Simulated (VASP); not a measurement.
HfSi3O2, 12 atoms in the cell. The typed cell holds 12 atoms: a = 3.731 Å, b = 3.730 Å, c = 12.378 Å, α = 85.60°, β = 85.55°, γ = 88.91°. 

```yaml
Program: VASP 6.6.1
Task: single point
Functional: PBE
Potentials_or_basis: VASP PAW PBE potentials, release 64 (Hf_pv, Si, O)
Cutoff: 520 eV
k_mesh: 6 × 6 × 2
Occupations: gaussian, width 0.2 eV
Spin: no spin polarisation
Dipole_correction: no
Further_INCAR_settings: ALGO = Normal; EDIFF = 1e-06; NBANDS = 46
```

Potentials or basis: VASP PAW PBE potentials, release 64 (Hf_pv, Si, O).

Launch:

```console
$ cat potpaw_PBE.64/Hf_pv/POTCAR potpaw_PBE.64/Si/POTCAR potpaw_PBE.64/O/POTCAR > POTCAR
$ mpirun -np 1 vasp_std > vasp.out
```

Hardware: 1 thread of Intel(R) Xeon(R) Platinum 8259CL CPU @ 2.50GHz (Skylake/Cascade Lake) (shared host).

Problem. Estimate the wall time of this run.

Solution. It took 4.8 min on 1 thread of Intel(R) Xeon(R) Platinum 8259CL CPU @ 2.50GHz (Skylake/Cascade Lake), with other jobs on the host, peak memory 0.42 GiB. Counts: scf iterations 16, k points 40.
